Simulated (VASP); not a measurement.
# Si4Hg (I4/mmm) in VASP: notebook, part 2 of 2

VASP 6.6.1. Earlier steps stand in the parts before.

## 3. Single point, PBE

This run uses another cell than the first one, of 18.45 Å³/atom.

The input, INCAR:

```
SYSTEM = Si4Hg
PREC = Accurate ; ENCUT = 500
EDIFF = 1E-6 ; ISMEAR = 0
SIGMA = 0.1 ; LREAL = .False.
LASPH = .True. ; NELM = 120
ALGO = Normal ; ISIF = 2
LWAVE = .False. ; LCHARG = .False.
GGA = PE ; NBANDS = 22
GGA_COMPAT = .False.
```

The input, KPOINTS:

```
Automatic mesh
0
Gamma
  6 6 6
  0 0 0
```

The input, POSCAR:

```
Si4Hg
1.0
   -2.2493770806      2.2493770806      4.5582493526
    2.2493770806     -2.2493770806      4.5582493526
    2.2493770806      2.2493770806     -4.5582493526
Si Hg
4 1
Direct
    0.7500000000      0.2500000000      0.5000000000
    0.3685937940      0.3685937940      0.0000000000
    0.6314062060      0.6314062060      0.0000000000
    0.2500000000      0.7500000000      0.5000000000
    0.0000000000      0.0000000000      0.0000000000
```

Potentials or basis: VASP PAW PBE potentials, release 64 (Si, Hg).

Command:

```sh
$ cat potpaw_PBE.64/Si/POTCAR potpaw_PBE.64/Hg/POTCAR > POTCAR
$ mpirun -np 1 vasp_std > vasp.out
```

OUTCAR:

```text
SYSTEM = Si4Hg
   PREC = Accurate
   ENCUT = 500
   EDIFF = 1E-6
   ISMEAR = 0
   LREAL = .False.
   LASPH = .True.
   NELM = 120
   ISIF = 2
   GGA = PE

 ion  position               nearest neighbor table
   1  0.750  0.250  0.500-   2 2.50   3 2.50   2 2.50   3 2.50   5 3.20   5 3.20   5 3.20   5 3.20

   2  0.369  0.369  0.000-   3 2.40   1 2.50   4 2.50   4 2.50   1 2.50   5 3.36   5 3.40   5 3.40
                             5 3.40   5 3.40
   3  0.631  0.631  0.000-   2 2.40   1 2.50   4 2.50   1 2.50   4 2.50   5 3.36   5 3.40   5 3.40
                             5 3.40   5 3.40
   4  0.250  0.750  0.500-   2 2.50   3 2.50   2 2.50   3 2.50   5 3.20   5 3.20   5 3.20   5 3.20

   5  0.000  0.000  0.000-   1 3.20   4 3.20   1 3.20   4 3.20   1 3.20   4 3.20   1 3.20   4 3.20
                             3 3.36   2 3.36   3 3.40   3 3.40   3 3.40   2 3.40   3 3.40   2 3.40

  LATTYP: Found a body centered tetragonal cell.
 ALAT       =     4.4987541612
 C/A-ratio  =     2.0264496300

  Lattice vectors:

 A1 = (  -2.2493770806,   2.2493770806,   4.5582493526)
 A2 = (   2.2493770806,  -2.2493770806,   4.5582493526)
 A3 = (   2.2493770806,   2.2493770806,  -4.5582493526)

Analysis of symmetry for initial positions (statically):
[... 184 lines left out ...]
 fundamental gap:      0.0578825279
 Fermi energy:         6.5012673471

 k-point     1 :       0.0000    0.0000    0.0000
  band No.  band energies     occupation
      1      -6.0516      2.00000
      2      -0.5970      2.00000
      3      -0.4913      2.00000
      4      -0.4913      2.00000
      5      -0.2983      2.00000
      6      -0.0617      2.00000
[... 589 lines left out ...]
     21      11.4613      0.00000
     22      12.1041      0.00000

 [... further k-points ...]

------------------------ aborting loop because EDIFF is reached ----------------------------------------

  FORCE on cell =-STRESS in cart. coord.  units (eV):
  Direction    XX          YY          ZZ          XY          YZ          ZX
  --------------------------------------------------------------------------------------
  -------------------------------------------------------------------------------------
  Total       -0.0842553     -0.0842553      0.0548318      0.0000000     -0.0000000      0.0000000
  in kB       -1.4632717     -1.4632717      0.9522701      0.0000000     -0.0000000      0.0000000
  external PRESSURE =      -0.6580911 kB  Pullay stress =       0.0000000 kB

 VOLUME and BASIS-vectors are now :
 -----------------------------------------------------------------------------
  energy-cutoff  :      500.00
  volume of cell :       92.25
      direct lattice vectors                 reciprocal lattice vectors
    -2.249377081  2.249377081  4.558249353     0.000000000  0.222283762  0.109691235
     2.249377081 -2.249377081  4.558249353     0.222283762  0.000000000  0.109691235
     2.249377081  2.249377081 -4.558249353     0.222283762  0.222283762  0.000000000

 POSITION                                       TOTAL-FORCE (eV/Angst)
 -----------------------------------------------------------------------------------
      0.00000      2.24938      2.27912        -0.000000     -0.000000      0.000000
      0.00000      0.00000      3.36028        -0.000000     -0.000000     -0.034574
      0.00000      0.00000      5.75621         0.000000      0.000000      0.034574
      2.24938      0.00000      2.27912        -0.000000     -0.000000      0.000000
      0.00000      0.00000      0.00000        -0.000000     -0.000000     -0.000000
 -----------------------------------------------------------------------------------
    total drift:                               -0.000000     -0.000000      0.000000

  FREE ENERGIE OF THE ION-ELECTRON SYSTEM (eV)
  ---------------------------------------------------
  free  energy   TOTEN  =       -20.3662617780 eV

  energy  without entropy=      -20.3599474669  energy(sigma->0) =      -20.36310462
```

Wall time 51 s (1 thread of AMD EPYC 9R45 (Zen 5), shared host); peak memory 0.24 GiB.

What came out:

```
Free energy            : -20.3663 eV
Pressure               : -0.1 GPa
Largest force          : 0.035 eV/Å
Band gap on the k mesh : zero (bands 14 and 15 overlap by 3.54 eV)
```

Forces in eV/Å, atoms in the order of the input:
```
Si   0.000  0.000  0.000
Si   0.000  0.000 -0.035
Si   0.000  0.000  0.035
Si   0.000  0.000  0.000
Hg   0.000  0.000  0.000
```

Levels at points of the mesh, in eV from the Fermi level:
```csv
k point,band 10,band 11,band 12,band 13,band 14,band 15,band 16,band 17,band 18,band 19
"(0.00, 0.00, 0.00)",-3.89,-3.89,-2.28,-2.11,-1.92,-1.92,0.23,1.79,1.79,3.40
"(0.50, 0.00, 0.00)",-3.12,-3.06,-2.98,-2.65,-1.28,1.18,2.48,2.49,2.78,3.49
"(0.50, 0.50, 0.00)",-5.00,-4.40,-1.81,-1.48,-0.34,0.89,3.29,3.45,4.42,5.75
"(0.50, 0.50, 0.50)",-4.85,-4.46,-0.92,-0.28,-0.28,0.96,1.47,3.13,3.13,3.69
```

Caveat: spin-orbit coupling is left out, which moves the levels of the heavy elements.

## 4. Relaxation of cell and atoms, PBE

The input, INCAR:

```
  ALGO = Normal
  EDIFF = 1E-7
  EDIFFG = -0.04
  ENCUT = 500
  GGA = PE
  GGA_COMPAT = False
  IBRION = 2
  ISIF = 3
  ISMEAR = 0
  LASPH = True
  LCHARG = False
  LREAL = False
  LWAVE = False
  NELM = 120
  NELMIN = 4
  NSW = 90
  PREC = Accurate
  SIGMA = 0.1
```

The input, KPOINTS:

```
k-points
0
Gamma
  6 6 6
```

The input, POSCAR:

```
Si4Hg
1.0
   -2.0447599200      2.0447599200      5.4259788500
    2.0447599200     -2.0447599200      5.4259788500
    2.0447599200      2.0447599200     -5.4259788500
Si Hg
4 1
Direct
    0.7500000000      0.2500000000      0.5000000000
    0.3893334900      0.3893334900      0.0000000000
    0.6106665100      0.6106665100      0.0000000000
    0.2500000000      0.7500000000      0.5000000000
    0.0000000000      0.0000000000      0.0000000000
```

Command:

```sh
$ cat potpaw_PBE.64/Si/POTCAR potpaw_PBE.64/Hg/POTCAR > POTCAR
$ mpirun -np 1 vasp_std > vasp.out
```

Wall time 15 min (1 thread of AMD EPYC 9R45 (Zen 5), shared host); peak memory 0.33 GiB.

It converged, with:

- Free energy: -20.3654 eV
- Relaxed volume: 18.44 Å³/atom
- Relaxed cell: a = 5.554 Å, b = 5.554 Å, c = 5.554 Å, α = 132.19°, β = 132.19°, γ = 69.93°
- Space group after relaxing (to 0.1 Å): I4/mmm (No. 139)
- Energy gained by relaxing: 147.0 meV/atom
- Ionic steps: 23
- Pressure after relaxing: 0.0 GPa
- Largest force after relaxing: 0.014 eV/Å
- Band gap on the k mesh: zero (bands 14 and 15 overlap by 3.54 eV)

Forces in eV/Å, atoms in the order of the input:
```
Si   0.000  0.000  0.000
Si   0.000  0.000  0.014
Si   0.000  0.000 -0.014
Si   0.000  0.000  0.000
Hg   0.000  0.000  0.000
```

Stress tensor (GPa, compression positive):
```
-0.09  0.00  0.00
 0.00 -0.09  0.00
 0.00  0.00  0.28
```

The path:
```
step  energy change (eV)  largest force (eV/Å)  pressure (GPa)  volume (Å³)
   1              0.0000                0.8641            0.69        90.75
   2             -0.0532                0.3785            0.25        91.78
   3             -0.0754                0.0321            0.23        93.33
   4             -0.1108                0.0803           -0.08        94.07
   5             -0.1992                0.0498           -1.15        95.55
   6             -0.4544                0.1237           -3.80        98.18
   7             -0.4145                0.7184           -6.14       101.94
   8             -0.5527                0.2489           -4.90        99.81
   9             -0.5576                0.2873           -5.02        99.99
  10             -0.5616                0.3050           -5.04       100.00
  11             -0.5710                0.3571           -5.09       100.04
  12             -0.5764                0.4559           -5.19       100.09
  13             -0.5769                0.4236           -5.16       100.08
  14             -0.5874                0.4238           -5.00        99.77
  15             -0.6171                0.4232           -4.50        98.85
  16             -0.6668                0.4160           -3.41        97.02
  17             -0.7239                0.3764           -0.86        93.44
  18             -0.7290                0.3464            0.41        91.92
  19             -0.7290                0.3499            0.27        92.08
  20             -0.7314                0.2753            0.21        92.10
  21             -0.7349                0.0421            0.07        92.17
  22             -0.7349                0.0171            0.06        92.18
  23             -0.7351                0.0143            0.03        92.21
```

Final structure:
```
CELL_PARAMETERS angstrom
-2.25053 2.25053 4.55144
2.25053 -2.25053 4.55144
2.25053 2.25053 -4.55144
ATOMIC_POSITIONS crystal
Si 0.75000 0.25000 0.50000
Si 0.36825 0.36825 0.00000
Si 0.63175 0.63175 0.00000
Si 0.25000 0.75000 0.50000
Hg 0.00000 0.00000 0.00000
```

Levels at points of the mesh, in eV from the Fermi level:
| k point | band 11 | band 12 | band 13 | band 14 | band 15 | band 16 | band 17 | band 18 |
| --- | --- | --- | --- | --- | --- | --- | --- | --- |
| (0.00, 0.00, 0.00) | -3.89 | -2.27 | -2.11 | -1.91 | -1.91 | 0.23 | 1.79 | 1.79 |
| (0.50, 0.00, 0.00) | -3.06 | -2.98 | -2.66 | -1.25 | 1.20 | 2.51 | 2.51 | 2.80 |
| (0.50, 0.50, 0.00) | -4.38 | -1.78 | -1.46 | -0.32 | 0.93 | 3.28 | 3.45 | 4.40 |
| (0.50, 0.50, 0.50) | -4.46 | -0.89 | -0.27 | -0.27 | 0.97 | 1.49 | 3.16 | 3.16 |

Caveat: spin-orbit coupling is left out, which moves the levels of the heavy elements.

## 5. The runs side by side

```tsv
task	cell	gap on the mesh (eV)	pressure (GPa)	largest force (eV/Å)
single point	a = 6.148 Å, angles 141.2, 141.2, 56.1°, 5 atoms, atomic positions A	none	0.7	0.86
single point	a = 5.559 Å, angles 132.3, 132.3, 69.8°, 5 atoms, atomic positions B	none	-0.1	0.03
relaxation of cell and atoms	relaxed from a = 6.148 Å, angles 141.2, 141.2, 56.1°, 5 atoms, atomic positions A	none	0.0	0.01
```

Alike in all rows: level PBE; potentials or basis VASP PAW PBE potentials, release 64 (Si, Hg); no spin polarisation; k mesh 6 × 6 × 6; cutoff (eV) 500; smearing gaussian 0.1 eV.

Caveats: spin-orbit coupling is left out, which moves the levels of the heavy elements.

Total energies depend on the potentials used, so only differences within one code and one set of settings carry meaning.
